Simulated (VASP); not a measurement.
Input of a VASP 6.6.1 run:

The input INCAR:

```
SYSTEM = MoS2
PREC = Accurate ; ENCUT = 520
EDIFF = 1E-6 ; ISMEAR = 0
SIGMA = 0.05 ; LREAL = .False.
LASPH = .True. ; NELM = 80
ALGO = Normal ; ISIF = 2
LWAVE = .False. ; LCHARG = .True.
GGA = PE ; IVDW = 12
LELF = .True. ; LVHAR = .True.
NBANDS = 35
```

KPOINTS

```
Automatic mesh
0
Gamma
  12 12 4
  0 0 0
```

The input POSCAR:

```
MoS2
1.0
    3.0234000000      0.0000000000      0.0000000000
   -1.5117000000      2.6183412058      0.0000000000
    0.0000000000      0.0000000000     12.5312000000
Mo S
2 4
Direct
    0.6666666667      0.3333333333      0.2501439769
    0.3333333333      0.6666666667      0.7498560231
    0.3333333333      0.6666666667      0.3795985159
    0.6666666667      0.3333333333      0.8793132861
    0.3333333333      0.6666666667      0.1206867139
    0.6666666667      0.3333333333      0.6204014841
```

Potentials or basis: VASP PAW PBE potentials, release 64 (Mo_sv, S).

Run with:

```console
$ cat potpaw_PBE.64/Mo_sv/POTCAR potpaw_PBE.64/S/POTCAR > POTCAR
$ mpirun -np 1 vasp_std > vasp.out
```

(1) Predict the largest force.

(2) Estimate the dispersion energy per atom.

Results:

(1) 0.179 eV/Å.

(2) -0.458 eV.
